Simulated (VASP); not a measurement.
# Te2Pt in VASP: a series of runs

Aim: see how the results for Te2Pt move with the level of theory and the settings. Levels: LDA, PBE+D3(BJ). Tasks: single point.

Program: VASP 6.6.1. These are calculated values, not measurements. Logs are shortened: lines on timing, memory, paths and dates and some standing lists are left out, and cuts for length are marked.

**1. The cell of the first run**

The cell holds a slab with vacuum, 12 atoms: a = 4.000 Å, b = 4.000 Å, c = 62.007 Å, α = 90.00°, β = 90.00°, γ = 120.00°.

**2. Single point, LDA**

INCAR reads:

```
PREC = Accurate ; ENCUT = 400
EDIFF = 1E-6 ; ISMEAR = 0
SIGMA = 0.1 ; LREAL = F
LASPH = T ; NELM = 120
ALGO = Normal ; ISIF = 2
LWAVE = F ; LCHARG = F
LDIPOL = T ; IDIPOL = 3
DIPOL = 0.5 0.5 0.500 ; NBANDS = 56
GGA_COMPAT = F ; NELMDL = -8
```

KPOINTS reads:

```
Automatic mesh
0
Gamma
  12 12 1
```

POSCAR reads:

```
Te2Pt
1.0
    4.0003823481      0.0000000000      0.0000000000
   -2.0001911741      3.4644327383      0.0000000000
    0.0000000000      0.0000000000     62.0069878260
Te Pt
8 4
Direct
    0.6666666667      0.3333333333      0.3546448304
    0.3333333333      0.6666666667      0.3979899459
    0.6666666667      0.3333333333      0.4369950066
    0.3333333333      0.6666666667      0.4805490926
    0.6666666667      0.3333333333      0.5194509074
    0.3333333333      0.6666666667      0.5630049934
    0.6666666667      0.3333333333      0.6020100541
    0.3333333333      0.6666666667      0.6453551696
    0.0000000000      0.0000000000      0.3765891061
    0.0000000000      0.0000000000      0.4587228283
    0.0000000000      0.0000000000      0.5412771717
    0.0000000000      0.0000000000      0.6234108939
```

Potentials or basis: VASP PAW LDA potentials, release 64 (Te, Pt).

Command:

```sh
$ cat potpaw_LDA.64/Te/POTCAR potpaw_LDA.64/Pt/POTCAR > POTCAR
$ mpirun -np 1 vasp_std > vasp.out
```

OUTCAR:

```text
PREC = Accurate
   ENCUT = 400
   EDIFF = 1E-6
   ISMEAR = 0
   LREAL = F
   LASPH = T
   NELM = 120
   ISIF = 2
   NELMDL = -8

 ion  position               nearest neighbor table
   1  0.667  0.333  0.355-   9 2.68   9 2.68   9 2.68   2 3.54   2 3.54   2 3.54
   2  0.333  0.667  0.398-   9 2.66   9 2.66   9 2.66   3 3.34   3 3.34   3 3.34   1 3.54   1 3.54
                             1 3.54
   3  0.667  0.333  0.437-  10 2.67  10 2.67  10 2.67   2 3.34   2 3.34   2 3.34   4 3.55   4 3.55
                             4 3.55
   4  0.333  0.667  0.481-  10 2.68  10 2.68  10 2.68   5 3.34   5 3.34   5 3.34   3 3.55   3 3.55
                             3 3.55
   5  0.667  0.333  0.519-  11 2.68  11 2.68  11 2.68   4 3.34   4 3.34   4 3.34   6 3.55   6 3.55
                             6 3.55
   6  0.333  0.667  0.563-  11 2.67  11 2.67  11 2.67   7 3.34   7 3.34   7 3.34   5 3.55   5 3.55
                             5 3.55
   7  0.667  0.333  0.602-  12 2.66  12 2.66  12 2.66   6 3.34   6 3.34   6 3.34   8 3.54   8 3.54
                             8 3.54
   8  0.333  0.667  0.645-  12 2.68  12 2.68  12 2.68   7 3.54   7 3.54   7 3.54
   9  0.000  0.000  0.377-   2 2.66   2 2.66   2 2.66   1 2.68   1 2.68   1 2.68
  10  0.000  0.000  0.459-   3 2.67   3 2.67   3 2.67   4 2.68   4 2.68   4 2.68
  11  0.000  0.000  0.541-   6 2.67   6 2.67   6 2.67   5 2.68   5 2.68   5 2.68
  12  0.000  0.000  0.623-   7 2.66   7 2.66   7 2.66   8 2.68   8 2.68   8 2.68

  LATTYP: Found a hexagonal cell.
 ALAT       =     4.0003823481
 C/A-ratio  =    15.5002653323

  Lattice vectors:

 A1 = (   4.0003823481,   0.0000000000,   0.0000000000)
 A2 = (  -2.0001911741,   3.4644327383,   0.0000000000)
 A3 = (   0.0000000000,   0.0000000000,  62.0069878260)

Analysis of symmetry for initial positions (statically):
=====================================================================
 Subroutine PRICEL returns:
 Original cell was already a primitive cell.

 Routine SETGRP: Setting up the symmetry group for a
 hexagonal supercell.

 Subroutine GETGRP returns: Found 12 space group operations
 (whereof 12 operations were pure point group operations)
 out of a pool of 24 trial point group operations.

The static configuration has the point symmetry D_3d.

Analysis of symmetry for dynamics (positions and initial velocities):
=====================================================================
 Subroutine PRICEL returns:
 Original cell was already a primitive cell.

 Routine SETGRP: Setting up the symmetry group for a
 hexagonal supercell.

 Subroutine GETGRP returns: Found 12 space group operations
 (whereof 12 operations were pure point group operations)
 out of a pool of 24 trial point group operations.

The dynamic configuration has the point symmetry D_3d.

 Subroutine INISYM returns: Found 12 space group operations
 (whereof 12 operations are pure point group operations),
 and found     1 'primitive' translations

----------------------------------------------------------------------------------------

                                     Primitive cell

  volume of cell :     859.3583

  direct lattice vectors                    reciprocal lattice vectors
     4.000382348  0.000000000  0.000000000     0.249976106  0.144323772  0.000000000
    -2.000191174  3.464432738  0.000000000     0.000000000  0.288647544  0.000000000
     0.000000000  0.000000000 62.006987826     0.000000000  0.000000000  0.016127215

  length of vectors
     4.000382348  4.000382348 62.006987826     0.288647544  0.288647544  0.016127215

  position of ions in fractional coordinates (direct lattice)
     0.666666667  0.333333333  0.354644830
     0.333333333  0.666666667  0.397989946
     0.666666667  0.333333333  0.436995007
     0.333333333  0.666666667  0.480549093
     0.666666667  0.333333333  0.519450907
     0.333333333  0.666666667  0.563004993
     0.666666667  0.333333333  0.602010054
     0.333333333  0.666666667  0.645355170
     0.000000000  0.000000000  0.376589106
     0.000000000  0.000000000  0.458722828
     0.000000000  0.000000000  0.541277172
     0.000000000  0.000000000  0.623410894

[... 28 lines left out ...]
     0.000000000  0.000000000  0.016127215     0.000000000  0.000000000  1.000000000

  Length of vectors
     0.024053962  0.024053962  0.016127215

  Shift w.r.t. Gamma in fractional coordinates (k-lattice)
     0.000000000  0.000000000  0.000000000

 Subroutine IBZKPT returns following result:
 ===========================================

 Found     19 irreducible k-points:

 Following reciprocal coordinates:
            Coordinates               Weight
  0.000000  0.000000  0.000000      1.000000
  0.083333  0.000000  0.000000      6.000000
  0.166667 -0.000000  0.000000      6.000000
  0.250000 -0.000000  0.000000      6.000000
  0.333333 -0.000000  0.000000      6.000000
  0.416667  0.000000  0.000000      6.000000
[... 11 lines left out ...]
  0.333333  0.250000  0.000000     12.000000
  0.333333  0.333333  0.000000      2.000000
   k-points           NKPTS =     19   k-points in BZ     NKDIM =     19   number of bands    NBANDS=     56
   number of dos      NEDOS =    301   number of ions     NIONS =     12
   total plane-waves  NPLWV = 329280
   dimension x,y,z NGX =    28 NGY =   28 NGZ =  420
   dimension x,y,z NGXF=    56 NGYF=   56 NGZF=  840
   ions per type =               8   4
   NGX,Y,Z   is equivalent  to a cutoff of  11.64, 11.64, 11.26 a.u.
   NGXF,Y,Z  is equivalent  to a cutoff of  23.27, 23.27, 22.52 a.u.
 SYSTEM =  unknown system
   PREC   = accura    normal or accurate (medium, high low for compatibility)
   ISTART =      0    job   : 0-new  1-cont  2-samecut
   ICHARG =      2    charge: 1-file 2-atom 10-const
   ISPIN  =      1    spin polarized calculation?
   LNONCOLLINEAR =      F non collinear calculations
   LSORBIT =      F    spin-orbit coupling
   LASPH  =      T    aspherical Exc in radial PAW
   ENCUT  =  400.0 eV  29.40 Ry    5.42 a.u.   6.52  6.52101.12*2*pi/ulx,y,z
   NELM   =    120;   NELMIN=  2; NELMDL= -8     # of ELM steps
   EDIFF  = 0.1E-05   stopping-criterion for ELM
   LREAL  =      F    real-space projection
   EDIFFG = 0.1E-04   stopping-criterion for IOM
   NSW    =      0    number of steps for IOM
   IBRION =     -1    ionic relax: 0-MD 1-quasi-New 2-CG
   NFREE  =      0    steps in history (QN), initial steepest desc. (CG)
   ISIF   =      2    stress and relaxation
   ISYM   =      2    0-nonsym 1-usesym 2-fastsym
   POTIM  = 0.5000    time-step for ionic-motion
   TEBEG  =    0.0;   TEEND  =   0.0 temperature during run
   PSTRESS=    0.0 pullay stress
   NELECT =      88.0000    total number of electrons
   NUPDOWN=      -1.0000    fix difference up-down
   EMIN   =  10.00;   EMAX   =-10.00  energy-range for DOS
   EFERMI =   0.00;   METHOD = LEGACY
   ISMEAR =     0;   SIGMA  =   0.10  broadening in eV -4-tet -1-fermi 0-gaus
   EFERMI_NEDOS =   21; number of points for ismear=-14 and -15
   IALGO  =     38    algorithm
   IMIX   =      4    mixing-type and parameters
     AMIX     =   0.40;   BMIX     =  1.00
     AMIX_MAG =   1.60;   BMIX_MAG =  1.00
  volume/ion in A,a.u.               =      71.61       483.27
  Fermi-wavevector in a.u.,A,eV,Ry     =   0.765910  1.447360  7.981420  0.586618
  Thomas-Fermi vector in A             =   1.866134
   LORBIT       =      0    0 simple, 1 ext, 2 COOP (PROOUT), +10 PAW based schemes
   GGA     = CA    functional components
   LHFCALC =     F    Hartree Fock is set to
   AEXX    =    0.0000 exact exchange contribution
   IVDW    =     0    specifies the selected vdW correction
   LEPSILON=     F    determine dielectric tensor
   LRPA    =     F    only Hartree local field effects (RPA)
 non-spin polarized calculation
 Gauss-broadening in eV      SIGMA  =   0.10
  energy-cutoff  :      400.00
  volume of cell :      859.36
 maximum number of plane-waves:     15827
 NGX is ok and might be reduce to    28
   NGX = 13   NGY = 13   NGZ =203

 dipolmoment           0.000000      0.000000      0.000000 electrons x Angstroem

 number of electron      87.9999997 magnetization

 dipolmoment           0.000000      0.000000     -0.000000 electrons x Angstroem

 Free energy of the ion-electron system (eV)
  ---------------------------------------------------
  ext. energy  EPLUGINS =         0.00000000
  ---------------------------------------------------
  free energy    TOTEN  =       -65.07446241 eV

  energy without entropy =      -65.04551760  energy(sigma->0) =      -65.05999001

 E-fermi :  -0.1041     XC(G=0):  -3.8760

 val. band max:       -0.1146813500   @ k =   0.3333   0.1667   0.0000
 cond. band min:      -0.0689235643   @ k =   0.2500   0.0833   0.0000
 fundamental gap:      0.0457577857
 Fermi energy:        -0.1041490515

 k-point     1 :       0.0000    0.0000    0.0000
  band No.  band energies     occupation
      1     -14.3708      2.00000
      2     -14.1584      2.00000
      3     -13.8293      2.00000
      4     -13.5092      2.00000
      5     -12.5074      2.00000
      6     -11.9121      2.00000
[... 1110 lines left out ...]
     55       4.5286      0.00000
     56       5.4249      0.00000

------------------------ aborting loop because EDIFF is reached ----------------------------------------

 vacuum level on the upper side and lower side of the slab       (xc-potential included)        -0.005        -0.005

  FORCE on cell =-STRESS in cart. coord.  units (eV):
  Direction    XX          YY          ZZ          XY          YZ          ZX
  --------------------------------------------------------------------------------------
  -------------------------------------------------------------------------------------
  Total        0.3675413      0.3675413      0.2042425     -0.0000000     -0.0000000      0.0000000
  in kB        0.6852397      0.6852397      0.3807873     -0.0000000     -0.0000000      0.0000000
  external PRESSURE =       0.5837555 kB  Pullay stress =       0.0000000 kB

 VOLUME and BASIS-vectors are now :
 -----------------------------------------------------------------------------
  energy-cutoff  :      400.00
  volume of cell :      859.36
      direct lattice vectors                 reciprocal lattice vectors
     4.000382348  0.000000000  0.000000000     0.249976106  0.144323772  0.000000000
    -2.000191174  3.464432738  0.000000000     0.000000000  0.288647544  0.000000000
     0.000000000  0.000000000 62.006987826     0.000000000  0.000000000  0.016127215

 POSITION                                       TOTAL-FORCE (eV/Angst)
 -----------------------------------------------------------------------------------
      2.00019      1.15481     21.99046        -0.000000      0.000000     -0.036041
     -0.00000      2.30962     24.67816         0.000000     -0.000000      0.037701
      2.00019      1.15481     27.09674        -0.000000      0.000000     -0.042560
     -0.00000      2.30962     29.79740        -0.000000      0.000000      0.043930
      2.00019      1.15481     32.20959         0.000000      0.000000     -0.043930
     -0.00000      2.30962     34.91024         0.000000      0.000000      0.042560
      2.00019      1.15481     37.32883        -0.000000      0.000000     -0.037701
     -0.00000      2.30962     40.01653        -0.000000     -0.000000      0.036041
      0.00000      0.00000     23.35116        -0.000000     -0.000000      0.007412
      0.00000      0.00000     28.44402        -0.000000     -0.000000     -0.000514
      0.00000      0.00000     33.56297         0.000000      0.000000      0.000514
      0.00000      0.00000     38.65583        -0.000000      0.000000     -0.007412
 -----------------------------------------------------------------------------------
    total drift:                               -0.000000     -0.000000     -0.000000

  FREE ENERGIE OF THE ION-ELECTRON SYSTEM (eV)
  ---------------------------------------------------
  free  energy   TOTEN  =       -65.0744624108 eV

  energy  without entropy=      -65.0455176012  energy(sigma->0) =      -65.05999001

 vacuum level on the upper side and lower side of the slab         4.512         4.512
```

Wall time 23 min (1 thread of Intel Xeon Platinum 8375C at 2.90GHz (Ice Lake), shared host); peak memory 0.8 GiB.

What came out:

```
Free energy            : -65.0745 eV
Largest force          : 0.044 eV/Å
Band gap on the k mesh : zero (bands 44 and 45 overlap by 1.19 eV)
```

Forces on the atoms (eV/Å):
```
Te   0.000  0.000 -0.036
Te   0.000  0.000  0.038
Te   0.000  0.000 -0.043
Te   0.000  0.000  0.044
Te   0.000  0.000 -0.044
Te   0.000  0.000  0.043
Te   0.000  0.000 -0.038
Te   0.000  0.000  0.036
Pt   0.000  0.000  0.007
Pt   0.000  0.000 -0.001
Pt   0.000  0.000  0.001
Pt   0.000  0.000 -0.007
```

Caveat: spin-orbit coupling is left out, which moves the levels of the heavy elements.

**3. Single point, PBE+D3(BJ) (a layer taken out of the bulk)**

INCAR reads:

```
PREC     = Accurate       # precision mode
ENCUT    = 400            # plane-wave cutoff, eV
EDIFF    = 1E-6           # SCF threshold, eV
ISMEAR   = 0              # smearing method
SIGMA    = 0.1            # smearing width, eV
LREAL    = F              # projectors in reciprocal space
LASPH    = T              # aspherical terms in the spheres
NELM     = 120            # most SCF steps
ALGO     = Normal         # electronic algorithm
ISIF     = 2              # what is computed and relaxed
LWAVE    = F              # write WAVECAR
LCHARG   = F              # write CHGCAR
LDIPOL   = T            
IDIPOL   = 3            
DIPOL    = 0.5 0.5 0.500
GGA      = PE             # functional
IVDW     = 12             # dispersion correction
NBANDS   = 56             # bands
GGA_COMPAT= F            
NELMDL   = -8
```

KPOINTS is that of step 2.

POSCAR reads:

```
Te2Pt
1.0
    4.0336594709      0.0000000000      0.0000000000
   -2.0168297355      3.4932515720      0.0000000000
    0.0000000000      0.0000000000     62.0069878260
Te Pt
8 4
Direct
    0.6666666667      0.3333333333      0.3537635891
    0.3333333333      0.6666666667      0.3980284601
    0.6666666667      0.3333333333      0.4366583776
    0.3333333333      0.6666666667      0.4808287450
    0.6666666667      0.3333333333      0.5191712550
    0.3333333333      0.6666666667      0.5633416224
    0.6666666667      0.3333333333      0.6019715399
    0.3333333333      0.6666666667      0.6462364109
    0.0000000000      0.0000000000      0.3762473730
    0.0000000000      0.0000000000      0.4586945921
    0.0000000000      0.0000000000      0.5413054079
    0.0000000000      0.0000000000      0.6237526270
```

Potentials or basis: VASP PAW PBE potentials, release 64 (Te, Pt).

Command:

```sh
$ cat potpaw_PBE.64/Te/POTCAR potpaw_PBE.64/Pt/POTCAR > POTCAR
$ mpirun -np 1 vasp_std > vasp.out
```

Run time: 26 min. Hardware: 1 thread of Intel Xeon Platinum 8375C at 2.90GHz (Ice Lake), shared host; peak memory 0.98 GiB.

The run converged. Its results:

```
Free energy                : -60.0653 eV
Largest force              : 0.018 eV/Å
Band gap on the k mesh     : zero (bands 44 and 45 overlap by 1.09 eV)
Dispersion energy per atom : -0.506 eV
```

Forces on the atoms (eV/Å):
```
Te   0.000  0.000  0.018
Te   0.000  0.000 -0.009
Te   0.000  0.000  0.006
Te   0.000  0.000 -0.006
Te   0.000  0.000  0.006
Te   0.000  0.000 -0.006
Te   0.000  0.000  0.009
Te   0.000  0.000 -0.018
Pt   0.000  0.000  0.001
Pt   0.000  0.000 -0.001
Pt   0.000  0.000  0.001
Pt   0.000  0.000 -0.001
```

Levels at points of the mesh, in eV from the Fermi level:
```tsv
k point	band 41	band 42	band 43	band 44	band 45	band 46	band 47	band 48
(0.00, 0.00, 0.00)	-0.47	-0.47	0.31	1.01	1.01	1.18	1.45	1.45
(0.50, 0.00, 0.00)	-2.32	-2.22	-1.51	-0.93	0.31	0.48	0.93	1.11
```

Caveat: the cell differs from its parent crystal (a layer taken out of the bulk); spin-orbit coupling is left out, which moves the levels of the heavy elements.

The gap in the log of VASP goes by the Fermi energy; the results here count the filled bands.